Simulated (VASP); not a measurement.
# PbS (Fm-3m) in VASP: further runs

PbS is run at these levels: r2SCAN; tasks: single point.

Program: VASP 6.6.1. These are calculated values, not measurements. Logs are shortened: lines on timing, memory, paths and dates and some standing lists are left out, and cuts for length are marked.

### 1 The cell of the first run

The structure is cubic, space group Fm-3m (No. 225). Conventional cell: a = 6.094 Å, b = 6.094 Å, c = 6.094 Å, α = 90.00°, β = 90.00°, γ = 90.00°. Pb (site symmetry m-3m) has 6 S at 3.05 Å within 4.0 Å. S (site symmetry m-3m) has 6 Pb at 3.05 Å within 4.0 Å.

### 2 Single point, r2SCAN, non-collinear spin, zero start, spin-orbit coupling (strain +2.0%)

POSCAR

```
PbS
1.0
    0.0000000000      3.0469773297      3.0469773297
    3.0469773297      0.0000000000      3.0469773297
    3.0469773297      3.0469773297      0.0000000000
Pb S
1 1
Direct
    0.0000000000      0.0000000000      0.0000000000
    0.5000000000      0.5000000000      0.5000000000
```

INCAR.step1

```
ALGO     = Normal         # electronic algorithm
EDIFF    = 1E-4           # SCF threshold, eV
ENCUT    = 520            # plane-wave cutoff, eV
GGA      = PE             # functional
GGA_COMPAT= False        
ISMEAR   = -1             # smearing method
LASPH    = True           # aspherical terms in the spheres
LCHARG   = False          # write CHGCAR
LNONCOLLINEAR= True           # non-collinear magnetism
LREAL    = False          # projectors in reciprocal space
LSORBIT  = True           # spin-orbit coupling
LWAVE    = True           # write WAVECAR
MAGMOM   = 0 0 0 0 0 0    # initial moments
NBANDS   = 32             # bands
NELM     = 150            # most SCF steps
PREC     = Accurate       # precision mode
SIGMA    = 0.02           # smearing width, eV
```

INCAR.step2

```
ALGO     = Normal         # electronic algorithm
EDIFF    = 1E-6           # SCF threshold, eV
ENCUT    = 520            # plane-wave cutoff, eV
GGA_COMPAT= False        
ISIF     = 2              # what is computed and relaxed
ISMEAR   = -1             # smearing method
ISTART   = 1            
LASPH    = True           # aspherical terms in the spheres
LCHARG   = True           # write CHGCAR
LMIXTAU  = True         
LNONCOLLINEAR= True           # non-collinear magnetism
LORBIT   = 11             # projections on sites
LORBMOM  = True         
LREAL    = False          # projectors in reciprocal space
LSORBIT  = True           # spin-orbit coupling
LVHAR    = True         
LWAVE    = False          # write WAVECAR
MAGMOM   = 0 0 0 0 0 0    # initial moments
METAGGA  = R2SCAN         # meta-GGA
NBANDS   = 32             # bands
NELM     = 150            # most SCF steps
PREC     = Accurate       # precision mode
SIGMA    = 0.02           # smearing width, eV
```

KPOINTS

```
k-points
0
Gamma
  8 8 8
```

Potentials or basis: VASP PAW PBE potentials, release 64 (Pb_d, S).

Command:

```console
$ cat potpaw_PBE.64/Pb_d/POTCAR potpaw_PBE.64/S/POTCAR > POTCAR
$ cp INCAR.step1 INCAR
$ mpirun -np 1 vasp_ncl > vasp.out
$ cp INCAR.step2 INCAR
$ mpirun -np 1 vasp_ncl > vasp.out
```

OUTCAR:

```text
EDIFF = 1E-6
   ENCUT = 520
   ISIF = 2
   ISMEAR = -1
   ISTART = 1
   LASPH = True
   LNONCOLLINEAR = True
   LORBIT = 11
   LREAL = False
   LSORBIT = True
   METAGGA = R2SCAN
   NELM = 150
   PREC = Accurate

 ion  position               nearest neighbor table
   1  0.000  0.000  0.000-   2 3.05   2 3.05   2 3.05   2 3.05   2 3.05   2 3.05
   2  0.500  0.500  0.500-   1 3.05   1 3.05   1 3.05   1 3.05   1 3.05   1 3.05

  LATTYP: Found a face centered cubic cell.
 ALAT       =     6.0939546594

  Lattice vectors:

 A1 = (   0.0000000000,   3.0469773297,   3.0469773297)
 A2 = (   3.0469773297,   0.0000000000,   3.0469773297)
 A3 = (   3.0469773297,   3.0469773297,   0.0000000000)

Analysis of symmetry for initial positions (statically):
=====================================================================
 Subroutine PRICEL returns:
 Original cell was already a primitive cell.

 Routine SETGRP: Setting up the symmetry group for a
 face centered cubic supercell.

 Subroutine GETGRP returns: Found 48 space group operations
 (whereof 48 operations were pure point group operations)
 out of a pool of 48 trial point group operations.

The static configuration has the point symmetry O_h .

Analysis of symmetry for dynamics (positions and initial velocities):
=====================================================================
 Subroutine PRICEL returns:
 Original cell was already a primitive cell.

 Routine SETGRP: Setting up the symmetry group for a
 face centered cubic supercell.

 Subroutine GETGRP returns: Found 48 space group operations
 (whereof 48 operations were pure point group operations)
 out of a pool of 48 trial point group operations.

The dynamic configuration has the point symmetry O_h .

Analysis of structural, dynamic, and magnetic symmetry:
=====================================================================
 Subroutine PRICEL returns:
 Original cell was already a primitive cell.

 Routine SETGRP: Setting up the symmetry group for a
 face centered cubic supercell.

 Subroutine GETGRP returns: Found 48 space group operations
 (whereof 48 operations were pure point group operations)
 out of a pool of 48 trial point group operations.

The overall configuration has the point symmetry O_h .

 Subroutine INISYM returns: Found 48 space group operations
 (whereof 48 operations are pure point group operations),
 and found     1 'primitive' translations

----------------------------------------------------------------------------------------

                                     Primitive cell

  volume of cell :      56.5767

  direct lattice vectors                    reciprocal lattice vectors
     0.000000000  3.046977330  3.046977330    -0.164097053  0.164097053  0.164097053
     3.046977330  0.000000000  3.046977330     0.164097053 -0.164097053  0.164097053
     3.046977330  3.046977330  0.000000000     0.164097053  0.164097053 -0.164097053

  length of vectors
     4.309076664  4.309076664  4.309076664     0.284224433  0.284224433  0.284224433

  position of ions in fractional coordinates (direct lattice)
     0.000000000  0.000000000  0.000000000
     0.500000000  0.500000000  0.500000000

  ion indices of the primitive-cell ions
   primitive index   ion index
                 1           1
                 2           2

----------------------------------------------------------------------------------------

 KPOINTS: k-points

Automatic generation of k-mesh.
 Grid dimensions read from file:
 generate k-points for:    8    8    8

 Generating k-lattice:

  Cartesian coordinates                     Fractional coordinates (reciprocal lattice)
    -0.020512132  0.020512132  0.020512132     0.125000000  0.000000000  0.000000000
     0.020512132 -0.020512132  0.020512132     0.000000000  0.125000000  0.000000000
     0.020512132  0.020512132 -0.020512132     0.000000000  0.000000000  0.125000000

  Length of vectors
[... 87 lines left out ...]
  volume of cell :       56.58
 maximum number of plane-waves:      3080
   NGX = 17   NGY = 17   NGZ = 17

 number of electron      20.0000004 magnetization       0.0000000      0.0000000      0.0000000

 number of electron      20.0000004 magnetization      -0.0000000      0.0000000      0.0000000

 number of electron      20.0000004 magnetization       0.0000000     -0.0000000     -0.0000000

 Free energy of the ion-electron system (eV)
  ---------------------------------------------------
  ext. energy  EPLUGINS =         0.00000000
  ---------------------------------------------------
  free energy    TOTEN  =       -65.93223109 eV

  energy without entropy =      -65.93223107  energy(sigma->0) =      -65.93223108

 E-fermi :   4.8188     XC(G=0):  -9.8516

 val. band max:        4.5584808748   @ k =   0.5000   0.0000   0.0000
 cond. band min:       5.0791674942   @ k =   0.5000   0.0000   0.0000
 fundamental gap:      0.5206866194
 Fermi energy:         4.8188197230

 k-point     1 :       0.0000    0.0000    0.0000
  band No.  band energies     occupation
      1     -14.1570      1.00000
      2     -14.1570      1.00000
      3     -14.1570      1.00000
      4     -14.1570      1.00000
      5     -11.5932      1.00000
      6     -11.5932      1.00000
[... 829 lines left out ...]
     31      16.0916      0.00000
     32      16.0926      0.00000

 [... further k-points ...]
[... 5 lines left out ...]
  --------------------------------------------------------------------------------------
  -------------------------------------------------------------------------------------
  Total       -1.1257658     -1.1257658     -1.1257658      0.0000000     -0.0000000     -0.0000000
  in kB      -31.8801950    -31.8801950    -31.8801950      0.0000000     -0.0000000     -0.0000000
  external PRESSURE =     -31.8801950 kB  Pullay stress =       0.0000000 kB

 VOLUME and BASIS-vectors are now :
 -----------------------------------------------------------------------------
  energy-cutoff  :      520.00
  volume of cell :       56.58
      direct lattice vectors                 reciprocal lattice vectors
     0.000000000  3.046977330  3.046977330    -0.164097053  0.164097053  0.164097053
     3.046977330  0.000000000  3.046977330     0.164097053 -0.164097053  0.164097053
     3.046977330  3.046977330  0.000000000     0.164097053  0.164097053 -0.164097053

 POSITION                                       TOTAL-FORCE (eV/Angst)
 -----------------------------------------------------------------------------------
      0.00000      0.00000      0.00000        -0.000000      0.000000     -0.000000
      3.04698      3.04698      3.04698         0.000000      0.000000      0.000000
 -----------------------------------------------------------------------------------
    total drift:                                0.000000     -0.000000     -0.000000

  FREE ENERGIE OF THE ION-ELECTRON SYSTEM (eV)
  ---------------------------------------------------
  free  energy   TOTEN  =       -65.9322310917 eV

  energy  without entropy=      -65.9322310722  energy(sigma->0) =      -65.93223108

 orbital moment (x)

 # of ion     p       d       tot
 ----------------------------------------
  1         0.000   0.000   0.000
  2         0.000   0.000   0.000
 ----------------------------------------
            0.000   0.000   0.000

 orbital moment (y)

 # of ion     p       d       tot
 ----------------------------------------
  1         0.000  -0.000  -0.000
  2         0.000   0.000   0.000
 ----------------------------------------
            0.000  -0.000  -0.000

 orbital moment (z)

 # of ion     p       d       tot
 ----------------------------------------
  1         0.000  -0.000  -0.000
  2         0.000   0.000   0.000
 ----------------------------------------
            0.000  -0.000  -0.000

 Spin-Orbit-Coupling matrix elements

 Ion:    1  E_soc:     -0.7305215
 l=   1
     0.0000000    -0.0573578    -0.0573578
    -0.0573578     0.0000000    -0.0573578
    -0.0573578    -0.0573578     0.0000000
 l=   2
     0.0000000    -0.0129744     0.0000000    -0.0129744    -0.0514214
    -0.0129744     0.0000000    -0.0385660    -0.0129744    -0.0128553
     0.0000000    -0.0385660     0.0000000    -0.0385660     0.0000000
    -0.0129744    -0.0129744    -0.0385660     0.0000000    -0.0128553
    -0.0514214    -0.0128553     0.0000000    -0.0128553     0.0000000
 l=   3
     0.0000000     0.0000000     0.0000000     0.0000000     0.0000000     0.0000000     0.0000000
     0.0000000     0.0000000     0.0000000     0.0000000     0.0000000     0.0000000     0.0000000
     0.0000000     0.0000000     0.0000000     0.0000000     0.0000000     0.0000000     0.0000000
     0.0000000     0.0000000     0.0000000     0.0000000     0.0000000     0.0000000     0.0000000
     0.0000000     0.0000000     0.0000000     0.0000000     0.0000000     0.0000000     0.0000000
     0.0000000     0.0000000     0.0000000     0.0000000     0.0000000     0.0000000     0.0000000
     0.0000000     0.0000000     0.0000000     0.0000000     0.0000000     0.0000000     0.0000000

 Ion:    2  E_soc:     -0.0037483
 l=   1
     0.0000000    -0.0006247    -0.0006247
    -0.0006247     0.0000000    -0.0006247
    -0.0006247    -0.0006247     0.0000000
 l=   2
     0.0000000     0.0000000     0.0000000     0.0000000     0.0000000
     0.0000000     0.0000000     0.0000000     0.0000000     0.0000000
     0.0000000     0.0000000     0.0000000     0.0000000     0.0000000
     0.0000000     0.0000000     0.0000000     0.0000000     0.0000000
     0.0000000     0.0000000     0.0000000     0.0000000     0.0000000
 l=   3
     0.0000000     0.0000000     0.0000000     0.0000000     0.0000000     0.0000000     0.0000000
     0.0000000     0.0000000     0.0000000     0.0000000     0.0000000     0.0000000     0.0000000
     0.0000000     0.0000000     0.0000000     0.0000000     0.0000000     0.0000000     0.0000000
     0.0000000     0.0000000     0.0000000     0.0000000     0.0000000     0.0000000     0.0000000
     0.0000000     0.0000000     0.0000000     0.0000000     0.0000000     0.0000000     0.0000000
     0.0000000     0.0000000     0.0000000     0.0000000     0.0000000     0.0000000     0.0000000
     0.0000000     0.0000000     0.0000000     0.0000000     0.0000000     0.0000000     0.0000000

 total charge

# of ion       s       p       d       tot
------------------------------------------
    1        1.481   0.465   9.835  11.780
    2        1.337   2.339   0.000   3.676
--------------------------------------------------
tot          2.818   2.804   9.835  15.457

 magnetization (x)

# of ion       s       p       d       tot
------------------------------------------
    1        0.000  -0.000   0.000   0.000
    2       -0.000   0.000   0.000  -0.000
--------------------------------------------------
tot          0.000  -0.000   0.000   0.000

 magnetization (y)

# of ion       s       p       d       tot
------------------------------------------
    1        0.000   0.000   0.000   0.000
    2       -0.000   0.000   0.000  -0.000
--------------------------------------------------
tot         -0.000   0.000   0.000  -0.000

 magnetization (z)

# of ion       s       p       d       tot
------------------------------------------
    1        0.000  -0.000   0.000   0.000
    2       -0.000  -0.000   0.000  -0.000
--------------------------------------------------
tot         -0.000  -0.000   0.000   0.000
```

Run time: 7.4 min. Hardware: 1 thread of Intel Xeon Platinum 8259CL at 2.50GHz (Skylake/Cascade Lake), shared host; peak memory 0.41 GiB.

What came out:

| Item | Value |
| --- | --- |
| Free energy | -65.9322 eV |
| Pressure | -3.2 GPa |
| Net moment | 0.00 μB per cell |
| Valence electrons inside the program's atomic spheres | Pb 11.78; S 3.68 |

Moments on the atoms (μB; x, y, z):
```
Pb  0.00 0.00 0.00
S   0.00 0.00 0.00
```

Caveat: the cell differs from its parent crystal (strain +2.0%); the cell stands under tension; the PAW data sets were made with another functional, which shifts forces and pressure a little.

### 3 Single point, r2SCAN, non-collinear spin, zero start, spin-orbit coupling (strain +3.0%)

POSCAR

```
PbS
1.0
    0.0000000000      3.0768496565      3.0768496565
    3.0768496565      0.0000000000      3.0768496565
    3.0768496565      3.0768496565      0.0000000000
Pb S
1 1
Direct
    0.0000000000      0.0000000000      0.0000000000
    0.5000000000      0.5000000000      0.5000000000
```

INCAR.step1

```
PREC = Accurate
ENCUT = 520
ISMEAR = -1
SIGMA = 0.02
LREAL = F
LASPH = T
NELM = 150
MAGMOM = 0 0 0 0 0 0
LSORBIT = T
GGA_COMPAT = F
NBANDS = 32
GGA = PE
ALGO = Normal
EDIFF = 1E-4
LWAVE = T
LCHARG = F
```

INCAR.step2

```
PREC = Accurate
ENCUT = 520
EDIFF = 1E-6
ISMEAR = -1
SIGMA = 0.02
LREAL = F
LASPH = T
NELM = 150
ALGO = Normal
ISIF = 2
LWAVE = F
LCHARG = T
MAGMOM = 0 0 0 0 0 0
LORBIT = 11
LSORBIT = T
GGA_COMPAT = F
LORBMOM = T
METAGGA = R2SCAN
LMIXTAU = T
LVHAR = T
NBANDS = 32
ISTART = 1
```

KPOINTS

```
regular mesh
0
Gamma
  8 8 8
```

Potentials or basis: VASP PAW PBE potentials, release 64 (Pb_d, S).

Command:

```console
$ cat potpaw_PBE.64/Pb_d/POTCAR potpaw_PBE.64/S/POTCAR > POTCAR
$ cp INCAR.step1 INCAR
$ mpirun -np 1 vasp_ncl > vasp.out
$ cp INCAR.step2 INCAR
$ mpirun -np 1 vasp_ncl > vasp.out
```

Run time: 7.2 min. Hardware: 1 thread of Intel Xeon Platinum 8259CL at 2.50GHz (Skylake/Cascade Lake), shared host; peak memory 0.41 GiB.

It converged, with:

* Free energy: -65.8931 eV
* Pressure: -4.4 GPa
* Net moment: 0.00 μB per cell
* Valence electrons inside the program's atomic spheres: Pb 11.77; S 3.67

Moments on the atoms (μB; x, y, z):
```
Pb  0.00 0.00 0.00
S   0.00 0.00 0.00
```

Caveat: the cell differs from its parent crystal (strain +3.0%); the cell stands under tension; the PAW data sets were made with another functional, which shifts forces and pressure a little.
